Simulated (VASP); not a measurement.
# NbMo7S16 in VASP: single point with PBEsol

Aim: the single point of NbMo7S16 with PBEsol.

Program: VASP 6.6.1. These are calculated values, not measurements. Logs are shortened: lines on timing, memory, paths and dates and some standing lists are left out, and cuts for length are marked.

## Step 1: The cell of the first run

The typed cell holds 24 atoms: a = 6.338 Å, b = 6.338 Å, c = 12.324 Å, α = 90.00°, β = 90.00°, γ = 120.00°.

## Step 2: Single point, PBEsol, collinear spin

INCAR reads:

```
  ALGO = Normal
  EDIFF = 1E-6
  ENCUT = 500
  GGA = PS
  GGA_COMPAT = F
  ISIF = 2
  ISMEAR = 0
  ISPIN = 2
  KPAR = 4
  LASPH = T
  LCHARG = T
  LMAXMIX = 4
  LORBIT = 11
  LREAL = F
  LVHAR = T
  LWAVE = F
  MAGMOM = 1 0 0 0 0 0 0 0 0 0 0 0 0 0 0 0 0 0 0 0 0 0 0 0
  NBANDS = 126
  NELM = 200
  PREC = Accurate
  SIGMA = 0.05
```

KPOINTS reads:

```
k-points
0
Gamma
  3 3 2
```

POSCAR reads:

```
NbMo7S16
1.0
    6.3379961000      0.0000000000      0.0000000000
   -3.1689980000      5.4888656000      0.0000000000
    0.0000000000      0.0000000000     12.3240000000
Nb Mo S
1 7 16
Direct
    0.1665692723      0.3326280205      0.2500082342
    0.1677609770      0.8332239980      0.2500088981
    0.6659727757      0.3314379391      0.2500099668
    0.6659752849      0.8332218550      0.2500096546
    0.3337309524      0.1661954332      0.7499741514
    0.3337233724      0.6662631319      0.7499739066
    0.8336550192      0.1661919007      0.7499737799
    0.8337061658      0.6662166111      0.7499735556
    0.1670369235      0.3328823373      0.6243816583
    0.1670811624      0.8329077560      0.6243734562
    0.6670209447      0.3328438743      0.6243725799
    0.6670133932      0.8329004746      0.6243738852
    0.3358608340      0.1633359526      0.1226984533
    0.3358614997      0.6712096578      0.1226995398
    0.8279856875      0.1633359105      0.1227001287
    0.8332363532      0.6659635887      0.1250931722
    0.1670368678      0.3328826900      0.8755662150
    0.1670818047      0.8329081002      0.8755748519
    0.6670212672      0.3328440864      0.8755752199
    0.6670134326      0.8329007965      0.8755730117
    0.3358589637      0.1633356313      0.3773193466
    0.3358598840      0.6712077552      0.3773180970
    0.8279869414      0.1633363611      0.3773186186
    0.8332360175      0.6659631383      0.3749249967
```

Potentials or basis: VASP PAW PBE potentials, release 64 (Nb_sv, Mo_sv, S).

Launch:

```bash
cat potpaw_PBE.64/Nb_sv/POTCAR potpaw_PBE.64/Mo_sv/POTCAR potpaw_PBE.64/S/POTCAR > POTCAR
mpirun -np 4 vasp_std > vasp.out
```

OUTCAR:

```text
EDIFF = 1E-6
   ENCUT = 500
   GGA = PS
   ISIF = 2
   ISMEAR = 0
   ISPIN = 2
   LASPH = T
   LORBIT = 11
   LREAL = F
   NELM = 200
   PREC = Accurate

 ion  position               nearest neighbor table
   1  0.167  0.333  0.250-  14 2.43  22 2.43  15 2.43  23 2.43  13 2.43  21 2.43   3 3.17   2 3.17
                             4 3.17   4 3.17   2 3.17   3 3.17
   2  0.168  0.833  0.250-  16 2.40  24 2.40  21 2.40  13 2.40  22 2.40  14 2.40   3 3.16   4 3.16
                             1 3.17   1 3.17   4 3.18   3 3.18
   3  0.666  0.331  0.250-  24 2.40  16 2.40  21 2.40  23 2.40  15 2.40  13 2.40   2 3.16   4 3.16
                             1 3.17   1 3.17   4 3.18   2 3.18
   4  0.666  0.833  0.250-  24 2.40  16 2.40  22 2.40  23 2.40  15 2.40  14 2.40   2 3.16   3 3.16
                             1 3.17   1 3.17   3 3.18   2 3.18
   5  0.334  0.166  0.750-  18 2.40  10 2.40  19 2.40  11 2.40  17 2.40   9 2.40   7 3.17   6 3.17
                             8 3.17   8 3.17   6 3.17   7 3.17
   6  0.334  0.666  0.750-  10 2.40  18 2.40  20 2.40  12 2.40  17 2.40   9 2.40   5 3.17   7 3.17
                             8 3.17   8 3.17   7 3.17   5 3.17
   7  0.834  0.166  0.750-  11 2.40  19 2.40  20 2.40  12 2.40   9 2.40  17 2.40   5 3.17   6 3.17
                             8 3.17   8 3.17   6 3.17   5 3.17
   8  0.834  0.666  0.750-  11 2.40  10 2.40  19 2.40  20 2.40  12 2.40  18 2.40   6 3.17   5 3.17
                             7 3.17   7 3.17   5 3.17   6 3.17
   9  0.167  0.333  0.624-   6 2.40   5 2.40   7 2.40
  10  0.167  0.833  0.624-   6 2.40   5 2.40   8 2.40
  11  0.667  0.333  0.624-   7 2.40   5 2.40   8 2.40
  12  0.667  0.833  0.624-   6 2.40   7 2.40   8 2.40
  13  0.336  0.163  0.123-   2 2.40   3 2.40   1 2.43
  14  0.336  0.671  0.123-   2 2.40   4 2.40   1 2.43
[... 8 lines left out ...]
  23  0.828  0.163  0.377-   4 2.40   3 2.40   1 2.43
  24  0.833  0.666  0.375-   4 2.40   3 2.40   2 2.40

  LATTYP: Found a hexagonal cell.
 ALAT       =     6.3379961000
 C/A-ratio  =     1.9444631719

  Lattice vectors:

 A1 = (   6.3379961000,   0.0000000000,   0.0000000000)
 A2 = (  -3.1689980000,   5.4888656000,   0.0000000000)
 A3 = (   0.0000000000,   0.0000000000,  12.3240000000)

Analysis of symmetry for initial positions (statically):
=====================================================================
 Subroutine PRICEL returns:
 Original cell was already a primitive cell.

 Routine SETGRP: Setting up the symmetry group for a
 hexagonal supercell.

 Subroutine GETGRP returns: Found  1 space group operations
 (whereof  1 operations were pure point group operations)
 out of a pool of 24 trial point group operations.

The static configuration has the point symmetry C_1 .

Analysis of symmetry for dynamics (positions and initial velocities):
=====================================================================
 Subroutine PRICEL returns:
 Original cell was already a primitive cell.

 Routine SETGRP: Setting up the symmetry group for a
 hexagonal supercell.

 Subroutine GETGRP returns: Found  1 space group operations
 (whereof  1 operations were pure point group operations)
 out of a pool of 24 trial point group operations.

The dynamic configuration has the point symmetry C_1 .

Analysis of structural, dynamic, and magnetic symmetry:
=====================================================================
 Subroutine PRICEL returns:
 Original cell was already a primitive cell.

 Routine SETGRP: Setting up the symmetry group for a
 hexagonal supercell.

 Subroutine GETGRP returns: Found  1 space group operations
 (whereof  1 operations were pure point group operations)
 out of a pool of 24 trial point group operations.

The overall configuration has the point symmetry C_1 .

 Subroutine INISYM returns: Found  1 space group operations
 (whereof  1 operations are pure point group operations),
 and found     1 'primitive' translations

----------------------------------------------------------------------------------------

                                     Primitive cell

  volume of cell :     428.7323

  direct lattice vectors                    reciprocal lattice vectors
     6.337996100  0.000000000  0.000000000     0.157778576  0.091093502  0.000000000
    -3.168998000  5.488865600  0.000000000     0.000000000  0.182187008  0.000000000
     0.000000000  0.000000000 12.324000000     0.000000000  0.000000000  0.081142486

[... 95 lines left out ...]
   number of dos      NEDOS =    301   number of ions     NIONS =     24
   total plane-waves  NPLWV = 207360
   dimension x,y,z NGX =    48 NGY =   48 NGZ =   90
   dimension x,y,z NGXF=    96 NGYF=   96 NGZF=  180
   ions per type =               1   7  16
   NGX,Y,Z   is equivalent  to a cutoff of  12.59, 12.59, 12.14 a.u.
   NGXF,Y,Z  is equivalent  to a cutoff of  25.18, 25.18, 24.28 a.u.
 SYSTEM =  unknown system
   PREC   = accura    normal or accurate (medium, high low for compatibility)
   ISTART =      0    job   : 0-new  1-cont  2-samecut
   ICHARG =      2    charge: 1-file 2-atom 10-const
   ISPIN  =      2    spin polarized calculation?
   LNONCOLLINEAR =      F non collinear calculations
   LSORBIT =      F    spin-orbit coupling
   LASPH  =      T    aspherical Exc in radial PAW
   ENCUT  =  500.0 eV  36.75 Ry    6.06 a.u.  11.56 11.56 22.47*2*pi/ulx,y,z
   NELM   =    200;   NELMIN=  2; NELMDL= -5     # of ELM steps
   EDIFF  = 0.1E-05   stopping-criterion for ELM
   LREAL  =      F    real-space projection
[... 7 lines left out ...]
   TEBEG  =    0.0;   TEEND  =   0.0 temperature during run
   PSTRESS=    0.0 pullay stress
   NELECT =     207.0000    total number of electrons
   NUPDOWN=      -1.0000    fix difference up-down
   EMIN   =  10.00;   EMAX   =-10.00  energy-range for DOS
   EFERMI =   0.00;   METHOD = LEGACY
   ISMEAR =     0;   SIGMA  =   0.05  broadening in eV -4-tet -1-fermi 0-gaus
   EFERMI_NEDOS =   21; number of points for ismear=-14 and -15
   IALGO  =     38    algorithm
   IMIX   =      4    mixing-type and parameters
     AMIX     =   0.40;   BMIX     =  1.00
     AMIX_MAG =   1.60;   BMIX_MAG =  1.00
  volume/ion in A,a.u.               =      17.86       120.55
  Fermi-wavevector in a.u.,A,eV,Ry     =   1.284309  2.426992 22.442125  1.649450
  Thomas-Fermi vector in A             =   2.416510
   LORBIT       =     11    0 simple, 1 ext, 2 COOP (PROOUT), +10 PAW based schemes
   GGA     = PS    functional components
   LHFCALC =     F    Hartree Fock is set to
   AEXX    =    0.0000 exact exchange contribution
   IVDW    =     0    specifies the selected vdW correction
   LEPSILON=     F    determine dielectric tensor
   LRPA    =     F    only Hartree local field effects (RPA)
 spin polarized calculation
 Gauss-broadening in eV      SIGMA  =   0.05
  energy-cutoff  :      500.00
  volume of cell :      428.73
 maximum number of plane-waves:     10940
 NGX is ok and might be reduce to    48
   NGX = 23   NGY = 23   NGZ = 45

 number of electron     206.9999978 magnetization       0.0044322

 Free energy of the ion-electron system (eV)
  ---------------------------------------------------
  ext. energy  EPLUGINS =         0.00000000
  ---------------------------------------------------
  free energy    TOTEN  =      -187.15405629 eV

  energy without entropy =     -187.14403881  energy(sigma->0) =     -187.14904755

 E-fermi :   6.9360     XC(G=0): -10.9782

 val. band max:        6.9180102518   @ k =   0.3333   0.0000   0.5000
 cond. band min:       7.0299999214   @ k =   0.3333   0.3333   0.5000
 fundamental gap:      0.1119896696
 Fermi energy:         6.9359669845

 spin component 1

 k-point     1 :       0.0000    0.0000    0.0000
  band No.  band energies     occupation
      1     -54.1339      1.00000
      2     -54.0936      1.00000
      3     -54.0936      1.00000
      4     -54.0930      1.00000
      5     -53.8250      1.00000
      6     -53.7944      1.00000
[... 1169 lines left out ...]
    114       9.1569      0.00000
    115       9.1945      0.00000
 Fermi energy:         6.9359669845

 spin component 2

 k-point     1 :       0.0000    0.0000    0.0000
  band No.  band energies     occupation
      1     -54.1340      1.00000
      2     -54.0936      1.00000
      3     -54.0936      1.00000
      4     -54.0930      1.00000
      5     -53.8247      1.00000
      6     -53.7942      1.00000
[... 1169 lines left out ...]
    114       9.1569      0.00000
    115       9.1945      0.00000
 [bands above 115 left out]

------------------------ aborting loop because EDIFF is reached ----------------------------------------

  FORCE on cell =-STRESS in cart. coord.  units (eV):
  Direction    XX          YY          ZZ          XY          YZ          ZX
  --------------------------------------------------------------------------------------
  -------------------------------------------------------------------------------------
  Total       -1.1703786     -1.1689929     -0.6936200     -0.0011912      0.0000848      0.0000619
  in kB       -4.3737171     -4.3685388     -2.5920653     -0.0044516      0.0003168      0.0002314
  external PRESSURE =      -3.7781071 kB  Pullay stress =       0.0000000 kB

 VOLUME and BASIS-vectors are now :
 -----------------------------------------------------------------------------
  energy-cutoff  :      500.00
  volume of cell :      428.73
      direct lattice vectors                 reciprocal lattice vectors
     6.337996100  0.000000000  0.000000000     0.157778576  0.091093502  0.000000000
    -3.168998000  5.488865600  0.000000000     0.000000000  0.182187008  0.000000000
     0.000000000  0.000000000 12.324000000     0.000000000  0.000000000  0.081142486

 POSITION                                       TOTAL-FORCE (eV/Angst)
 -----------------------------------------------------------------------------------
      0.00162      1.82575      3.08110         0.000203     -0.000067      0.000110
     -1.57722      4.57345      3.08111         0.007339      0.004108      0.000047
      3.17061      1.81922      3.08112         0.000435     -0.008069     -0.000174
      1.58047      4.57344      3.08112        -0.007031      0.004370     -0.000089
      1.58851      0.91222      9.24268        -0.000684      0.000091     -0.000003
      0.00375      3.65703      9.24268         0.000162     -0.000718      0.000009
[... 16 lines left out ...]
      4.73017      0.89653      4.65007         0.023946      0.013888     -0.029366
      3.17061      3.65538      4.62058         0.000248     -0.000002      0.002309
 -----------------------------------------------------------------------------------
    total drift:                                0.000428     -0.000445      0.000001

  FREE ENERGIE OF THE ION-ELECTRON SYSTEM (eV)
  ---------------------------------------------------
  free  energy   TOTEN  =      -187.1540562943 eV

  energy  without entropy=     -187.1440388112  energy(sigma->0) =     -187.14904755

 total charge

# of ion       s       p       d       tot
------------------------------------------
    1        2.170   6.060   2.469  10.699
    2        2.298   6.229   3.970  12.498
    3        2.298   6.229   3.970  12.498
    4        2.298   6.229   3.971  12.498
    5        2.297   6.225   3.975  12.497
    6        2.297   6.225   3.975  12.497
[... 16 lines left out ...]
   23        1.355   2.339   0.000   3.694
   24        1.356   2.323   0.000   3.679
--------------------------------------------------
tot         39.966  86.876  30.280 157.122

 magnetization (x)

# of ion       s       p       d       tot
------------------------------------------
    1        0.000   0.000   0.000   0.000
    2        0.000   0.000   0.000   0.000
    3        0.000   0.000   0.000   0.000
    4        0.000   0.000   0.000   0.000
    5       -0.000  -0.000  -0.000  -0.000
    6       -0.000  -0.000  -0.000  -0.000
[... 16 lines left out ...]
   23        0.000   0.000   0.000   0.000
   24        0.000   0.000   0.000   0.000
--------------------------------------------------
tot          0.000   0.000   0.001   0.001
```

Wall time 23 min (4 MPI ranks of Oxide Virtual Turin-like, shared host); peak memory 1.1 GiB.

What came out:

* Free energy: -187.1541 eV
* Pressure: -0.4 GPa
* Largest force: 0.040 eV/Å
* Net moment: 0.00 μB per cell
* Valence electrons inside the program's atomic spheres: Nb 10.70; Mo 12.50; S 3.68, 3.69 (each value once)

Forces in eV/Å, atoms in the order of the input:
```
Nb   0.000  0.000  0.000
Mo   0.007  0.004  0.000
Mo   0.000 -0.008  0.000
Mo  -0.007  0.004  0.000
Mo  -0.001  0.000  0.000
Mo   0.000 -0.001  0.000
Mo   0.001  0.000  0.000
Mo   0.000  0.000  0.000
S    0.000  0.000  0.000
S    0.000  0.000  0.000
S    0.000  0.000  0.000
S    0.000  0.000  0.000
S   -0.024  0.014  0.029
S    0.000 -0.027  0.029
S    0.024  0.014  0.029
S    0.000  0.000 -0.002
S    0.000  0.000  0.000
S    0.000  0.000  0.000
S    0.000  0.000  0.000
S    0.000  0.000  0.000
S   -0.024  0.014 -0.029
S    0.000 -0.027 -0.029
S    0.024  0.014 -0.029
S    0.000  0.000  0.002
```

Caveat: the k points lie up to 0.38 Å⁻¹ apart; the PAW data sets were made with another functional, which shifts forces and pressure a little.
